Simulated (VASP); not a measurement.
# MgO (Fm-3m) in VASP: relaxation of cell and atoms with LDA

Aim: the relaxation of cell and atoms of MgO with LDA.

Everything below comes from runs of VASP 6.6.1. Logs are shortened: lines on timing, memory, paths and dates and some standing lists are left out, and cuts for length are marked.

## 1. The cell of the first run

It takes space group Fm-3m (No. 225, cubic). The conventional cell has a = 4.217 Å, b = 4.217 Å, c = 4.217 Å, α = 90.00°, β = 90.00°, γ = 90.00°. Within 2.8 Å of Mg (site symmetry m-3m) lie 6 O at 2.11 Å. O (site symmetry m-3m) has 6 Mg at 2.11 Å within 2.8 Å.

## 2. Relaxation of cell and atoms, LDA

The input, INCAR:

```
SYSTEM = MgO
  ALGO = Normal
  EDIFF = 1E-7
  EDIFFG = -0.003
  ENCUT = 840
  GGA = CA
  GGA_COMPAT = .FALSE.
  IBRION = 2
  ISIF = 3
  ISMEAR = 0
  LASPH = .TRUE.
  LCHARG = .FALSE.
  LREAL = .FALSE.
  LWAVE = .FALSE.
  NELM = 120
  NELMIN = 4
  NSW = 100
  PREC = Accurate
  SIGMA = 0.01
```

The input, KPOINTS:

```
k-points
0
G
  10 10 10
  0 0 0
```

The input, POSCAR:

```
MgO
1.0
    0.0000000000      2.1085000000      2.1085000000
    2.1085000000      0.0000000000      2.1085000000
    2.1085000000      2.1085000000      0.0000000000
Mg O
1 1
Direct
    0.0000000000      0.0000000000      0.0000000000
    0.5000000000      0.5000000000      0.5000000000
```

Potentials or basis: VASP PAW LDA potentials, release 64 (Mg_sv, O).

The run is started by

```
> cat potpaw_LDA.64/Mg_sv/POTCAR potpaw_LDA.64/O/POTCAR > POTCAR
> mpirun -np 1 vasp_std > vasp.out
```

OUTCAR:

```text
SYSTEM = MgO
   EDIFF = 1E-7
   EDIFFG = -0.003
   ENCUT = 840
   GGA = CA
   IBRION = 2
   ISIF = 3
   ISMEAR = 0
   LASPH = .TRUE.
   LREAL = .FALSE.
   NELM = 120
   NELMIN = 4
   NSW = 100
   PREC = Accurate

 ion  position               nearest neighbor table
   1  0.000  0.000  0.000-   2 2.11   2 2.11   2 2.11   2 2.11   2 2.11   2 2.11
   2  0.500  0.500  0.500-   1 2.11   1 2.11   1 2.11   1 2.11   1 2.11   1 2.11

  LATTYP: Found a face centered cubic cell.
 ALAT       =     4.2170000000

  Lattice vectors:

 A1 = (   0.0000000000,   2.1085000000,   2.1085000000)
 A2 = (   2.1085000000,   0.0000000000,   2.1085000000)
 A3 = (   2.1085000000,   2.1085000000,   0.0000000000)

Analysis of symmetry for initial positions (statically):
=====================================================================
 Subroutine PRICEL returns:
 Original cell was already a primitive cell.

 Routine SETGRP: Setting up the symmetry group for a
 face centered cubic supercell.

 Subroutine GETGRP returns: Found 48 space group operations
 (whereof 48 operations were pure point group operations)
 out of a pool of 48 trial point group operations.

The static configuration has the point symmetry O_h .

Analysis of symmetry for dynamics (positions and initial velocities):
=====================================================================
 Subroutine PRICEL returns:
 Original cell was already a primitive cell.

 Routine SETGRP: Setting up the symmetry group for a
 face centered cubic supercell.

 Subroutine GETGRP returns: Found 48 space group operations
 (whereof 48 operations were pure point group operations)
 out of a pool of 48 trial point group operations.

The dynamic configuration has the point symmetry O_h .

 Subroutine INISYM returns: Found 48 space group operations
 (whereof 48 operations are pure point group operations),
 and found     1 'primitive' translations

----------------------------------------------------------------------------------------

                                     Primitive cell

  volume of cell :      18.7478

  direct lattice vectors                    reciprocal lattice vectors
     0.000000000  2.108500000  2.108500000    -0.237135404  0.237135404  0.237135404
     2.108500000  0.000000000  2.108500000     0.237135404 -0.237135404  0.237135404
     2.108500000  2.108500000  0.000000000     0.237135404  0.237135404 -0.237135404

  length of vectors
     2.981869296  2.981869296  2.981869296     0.410730569  0.410730569  0.410730569

  position of ions in fractional coordinates (direct lattice)
     0.000000000  0.000000000  0.000000000
     0.500000000  0.500000000  0.500000000

  ion indices of the primitive-cell ions
   primitive index   ion index
                 1           1
                 2           2

----------------------------------------------------------------------------------------

 KPOINTS: k-points

Automatic generation of k-mesh.
 Grid dimensions read from file:
 generate k-points for:   10   10   10

 Generating k-lattice:

  Cartesian coordinates                     Fractional coordinates (reciprocal lattice)
    -0.023713540  0.023713540  0.023713540     0.100000000  0.000000000  0.000000000
     0.023713540 -0.023713540  0.023713540     0.000000000  0.100000000  0.000000000
     0.023713540  0.023713540 -0.023713540     0.000000000  0.000000000  0.100000000

  Length of vectors
     0.041073057  0.041073057  0.041073057

  Shift w.r.t. Gamma in fractional coordinates (k-lattice)
     0.000000000  0.000000000  0.000000000

 Subroutine IBZKPT returns following result:
 ===========================================

 Found     47 irreducible k-points:

 Following reciprocal coordinates:
            Coordinates               Weight
  0.000000  0.000000  0.000000      1.000000
  0.100000  0.000000  0.000000      8.000000
  0.200000  0.000000  0.000000      8.000000
  0.300000  0.000000  0.000000      8.000000
  0.400000  0.000000  0.000000      8.000000
  0.500000  0.000000  0.000000      4.000000
[... 16 lines left out ...]
  0.300000  0.300000  0.000000      6.000000
  0.400000  0.300000  0.000000     24.000000
 [... further k-points ...]
   k-points           NKPTS =     47   k-points in BZ     NKDIM =     47   number of bands    NBANDS=     12
   number of dos      NEDOS =    301   number of ions     NIONS =      2
   total plane-waves  NPLWV =  21952
   dimension x,y,z NGX =    28 NGY =   28 NGZ =   28
   dimension x,y,z NGXF=    56 NGYF=   56 NGZF=   56
   ions per type =               1   1
   NGX,Y,Z   is equivalent  to a cutoff of  15.61, 15.61, 15.61 a.u.
   NGXF,Y,Z  is equivalent  to a cutoff of  31.22, 31.22, 31.22 a.u.
 SYSTEM =  MgO
   PREC   = accura    normal or accurate (medium, high low for compatibility)
   ISTART =      0    job   : 0-new  1-cont  2-samecut
   ICHARG =      2    charge: 1-file 2-atom 10-const
   ISPIN  =      1    spin polarized calculation?
   LNONCOLLINEAR =      F non collinear calculations
   LSORBIT =      F    spin-orbit coupling
   LASPH  =      T    aspherical Exc in radial PAW
   ENCUT  =  840.0 eV  61.74 Ry    7.86 a.u.   7.05  7.05  7.05*2*pi/ulx,y,z
   NELM   =    120;   NELMIN=  4; NELMDL= -5     # of ELM steps
   EDIFF  = 0.1E-06   stopping-criterion for ELM
   LREAL  =      F    real-space projection
   EDIFFG = -.3E-02   stopping-criterion for IOM
   NSW    =    100    number of steps for IOM
   IBRION =      2    ionic relax: 0-MD 1-quasi-New 2-CG
   NFREE  =      1    steps in history (QN), initial steepest desc. (CG)
   ISIF   =      3    stress and relaxation
   ISYM   =      2    0-nonsym 1-usesym 2-fastsym
   POTIM  = 0.5000    time-step for ionic-motion
   TEBEG  =    0.0;   TEEND  =   0.0 temperature during run
   PSTRESS=    0.0 pullay stress
   NELECT =      16.0000    total number of electrons
   NUPDOWN=      -1.0000    fix difference up-down
   EMIN   =  10.00;   EMAX   =-10.00  energy-range for DOS
   EFERMI =   0.00;   METHOD = LEGACY
   ISMEAR =     0;   SIGMA  =   0.01  broadening in eV -4-tet -1-fermi 0-gaus
   EFERMI_NEDOS =   21; number of points for ismear=-14 and -15
   IALGO  =     38    algorithm
   IMIX   =      4    mixing-type and parameters
     AMIX     =   0.40;   BMIX     =  1.00
     AMIX_MAG =   1.60;   BMIX_MAG =  1.00
  volume/ion in A,a.u.               =       9.37        63.26
  Fermi-wavevector in a.u.,A,eV,Ry     =   1.552856  2.934473 32.808574  2.411362
  Thomas-Fermi vector in A             =   2.657171
   LORBIT       =      0    0 simple, 1 ext, 2 COOP (PROOUT), +10 PAW based schemes
   GGA     = CA    functional components
   LHFCALC =     F    Hartree Fock is set to
   AEXX    =    0.0000 exact exchange contribution
   IVDW    =     0    specifies the selected vdW correction
   LEPSILON=     F    determine dielectric tensor
   LRPA    =     F    only Hartree local field effects (RPA)
 conjugate gradient relaxation of ions
 non-spin polarized calculation
 Gauss-broadening in eV      SIGMA  =   0.01
  energy-cutoff  :      840.00
  volume of cell :       18.75
 maximum number of plane-waves:      1056
   NGX = 15   NGY = 15   NGZ = 15

--------------------------------------- Ionic step        1  -------------------------------------------

 number of electron      15.9999995 magnetization

 Free energy of the ion-electron system (eV)
  ---------------------------------------------------
  ext. energy  EPLUGINS =         0.00000000
  ---------------------------------------------------
  free energy    TOTEN  =       -13.22247550 eV

  energy without entropy =      -13.22247550  energy(sigma->0) =      -13.22247550

------------------------ aborting loop because EDIFF is reached ----------------------------------------

  FORCE on cell =-STRESS in cart. coord.  units (eV):
  Direction    XX          YY          ZZ          XY          YZ          ZX
  --------------------------------------------------------------------------------------
  -------------------------------------------------------------------------------------
  Total       -0.7104722     -0.7104722     -0.7104722      0.0000000      0.0000000     -0.0000000
  in kB      -60.7165215    -60.7165215    -60.7165215      0.0000000      0.0000000     -0.0000000
  external PRESSURE =     -60.7165215 kB  Pullay stress =       0.0000000 kB
[... 57 lines left out ...]
  energy  without entropy=      -13.2334105789  energy(sigma->0) =      -13.23341058

--------------------------------------- Ionic step        3  -------------------------------------------

 number of electron      15.9999995 magnetization

 Free energy of the ion-electron system (eV)
  ---------------------------------------------------
  ext. energy  EPLUGINS =         0.00000000
  ---------------------------------------------------
  free energy    TOTEN  =       -13.23563756 eV

  energy without entropy =      -13.23563756  energy(sigma->0) =      -13.23563756

 E-fermi :   3.0497     XC(G=0): -12.1065

 val. band max:        2.8254869099   @ k =   0.0000   0.0000   0.0000
 cond. band min:       7.8243194159   @ k =   0.0000   0.0000   0.0000
 fundamental gap:      4.9988325060
 Fermi energy:         3.0497377226

 k-point     1 :       0.0000    0.0000    0.0000
  band No.  band energies     occupation
      1     -68.4030      2.00000
      2     -35.8593      2.00000
      3     -35.8593      2.00000
      4     -35.8593      2.00000
      5     -14.3356      2.00000
      6       2.8255      2.00000
      7       2.8255      2.00000
      8       2.8255      2.00000
      9       7.8243      0.00000
     10      18.5368      0.00000
     11      18.5368      0.00000
     12      18.5368      0.00000
[... 331 lines left out ...]
 k-point    24 :       0.4000    0.3000    0.0000
  band No.  band energies     occupation
      1     -68.3910      2.00000
      2     -35.9326      2.00000
      3     -35.8886      2.00000
      4     -35.8856      2.00000
      5     -12.9533      2.00000
      6      -0.8964      2.00000
      7       1.4539      2.00000
      8       1.6861      2.00000
      9      12.5095      0.00000
     10      12.9435      0.00000
     11      16.5190      0.00000
     12      21.1317      0.00000

 [... further k-points ...]

------------------------ aborting loop because EDIFF is reached ----------------------------------------

  FORCE on cell =-STRESS in cart. coord.  units (eV):
  Direction    XX          YY          ZZ          XY          YZ          ZX
  --------------------------------------------------------------------------------------
  -------------------------------------------------------------------------------------
  Total       -0.0004420     -0.0004420     -0.0004420     -0.0000000     -0.0000000     -0.0000000
  in kB       -0.0391892     -0.0391892     -0.0391892     -0.0000000     -0.0000000     -0.0000000
  external PRESSURE =      -0.0391892 kB  Pullay stress =       0.0000000 kB
[... 17 lines left out ...]
  FREE ENERGIE OF THE ION-ELECTRON SYSTEM (eV)
  ---------------------------------------------------
  free  energy   TOTEN  =       -13.2356375560 eV

  energy  without entropy=      -13.2356375560  energy(sigma->0) =      -13.23563756

 reached required accuracy - stopping structural energy minimisation
```

Run time: 36 s. Hardware: 1 thread of Intel Xeon Platinum 8375C at 2.90GHz (Ice Lake), shared host; peak memory 0.15 GiB.

What came out:

```
Free energy                           : -13.2356 eV
Relaxed volume                        : 9.03 Å³/atom
Relaxed cell                          : a = 2.945 Å, b = 2.945 Å, c = 2.945 Å, α = 60.00°, β = 60.00°, γ = 60.00°
Space group after relaxing (to 0.1 Å) : Fm-3m (No. 225)
Energy gained by relaxing             : 6.6 meV/atom
Ionic steps                           : 3
Pressure after relaxing               : 0.0 GPa
Band gap on the k mesh                : 5.00 eV
```

The path:
```tsv
step	energy change (eV)	largest force (eV/Å)	pressure (GPa)	volume (Å³)
1	0.0000	0.0000	-6.07	18.75
2	-0.0109	0.0000	2.70	17.80
3	-0.0132	0.0000	0.00	18.07
```

Final structure:
```
CELL_PARAMETERS angstrom
0.00000 2.08277 2.08277
2.08277 0.00000 2.08277
2.08277 2.08277 0.00000
ATOMIC_POSITIONS crystal
Mg 0.00000 0.00000 0.00000
O 0.50000 0.50000 0.50000
```

Levels at points of the mesh, in eV from the valence-band top:
| k point | band 5 | band 6 | band 7 | band 8 | band 9 | band 10 | band 11 | band 12 |
| --- | --- | --- | --- | --- | --- | --- | --- | --- |
| (0.00, 0.00, 0.00) | -17.16 | 0.00 | 0.00 | 0.00 | 5.00 | 15.71 | 15.71 | 15.71 |
| (0.50, 0.00, 0.00) | -15.69 | -4.84 | -0.71 | -0.71 | 7.95 | 12.79 | 16.35 | 16.35 |
| (0.50, 0.50, 0.00) | -15.45 | -4.26 | -1.41 | -1.41 | 8.93 | 10.09 | 13.25 | 19.15 |

A hybrid or GW would open this gap; LDA tends to underestimate it. LDA usually gives volumes a few per cent too small.
